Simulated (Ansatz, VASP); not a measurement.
**Two plane-wave programs on AlN**

INCAR

```
SYSTEM = AlN
ALGO = Normal ; EDIFF = 1E-7
ENCUT = 520 ; GGA = CA
ISIF = 2 ; ISMEAR = 0
LASPH = .TRUE. ; LCHARG = .FALSE.
LREAL = .FALSE. ; LWAVE = .FALSE.
NBANDS = 16 ; NELM = 60
PREC = Accurate ; SIGMA = 0.05
```

KPOINTS

```
k-points
0
G
  9 9 6
  0 0 0
```

POSCAR

```
AlN
1.0
    3.2043322161      0.0000000000      0.0000000000
   -1.6021661081      2.7750331013      0.0000000000
    0.0000000000      0.0000000000      4.8286600000
Al N
2 2
Direct
    0.3333333333      0.6666666667      0.0000000000
    0.6666666667      0.3333333333      0.5000000000
    0.3333333333      0.6666666667      0.3850000000
    0.6666666667      0.3333333333      0.8850000000
```

Input for Ansatz:

```yaml
crystal:
  lattice:
    - [3.2043322161, 0.0, 0.0]
    - [-1.6021661081, 2.7750331013, 0.0]
    - [0.0, 0.0, 4.82866]
  atoms:
    - { symbol: Al, position: [0.3333333333, 0.6666666667, 0.0] }
    - { symbol: Al, position: [0.6666666667, 0.3333333333, 0.5] }
    - { symbol: "N", position: [0.3333333333, 0.6666666667, 0.385] }
    - { symbol: "N", position: [0.6666666667, 0.3333333333, 0.885] }
basis:
  ecutwfc: 420
kpoints:
  mp_grid: { grid: [9, 9, 6] }
hamiltonian:
  xc: lda
scf:
  occupations: { method: gaussian, width: 0.05 }
output:
  forces: true
  stress: true
  eigenvalues: true
```

Change from the starting cell: strain +0.030 along x and y, -0.030 along z, atoms carried along.

Alike in both runs: task single point; functional LDA; k mesh 9 × 9 × 6; occupations gaussian, width 0.05 eV; no spin polarisation.

|  | VASP | Ansatz |
| --- | --- | --- |
| version | VASP 6.6.1 | Ansatz 0.2.0 |
| potentials or method | VASP PAW LDA potentials, release 64 (Al, N), cutoff 520 eV | scalar-relativistic, plane waves, PAW |
| valence electrons in the cell | 16 | 16 |

|  | VASP | Ansatz | Ansatz less VASP |
| --- | --- | --- | --- |
| gap on the k mesh at the Fermi level (eV) | 3.77 | 3.77 | -0.003 |
| least direct gap on the mesh (eV) | 3.77 | 3.77 | -0.003 |
| pressure (GPa) | -9.1 | -9.6 | -0.49 |
| traceless stress, the component that is largest in VASP (GPa) | 13.87 | 13.63 | -0.238 |
| rms of the force components (eV/Å) | 0.306 | 0.292 | -0.0134 |

LDA's correlation is that of Perdew and Zunger in VASP and of Perdew and Wang (1992) in Ansatz. Atom by atom the forces differ by 0.013 eV/Å (rms over components).
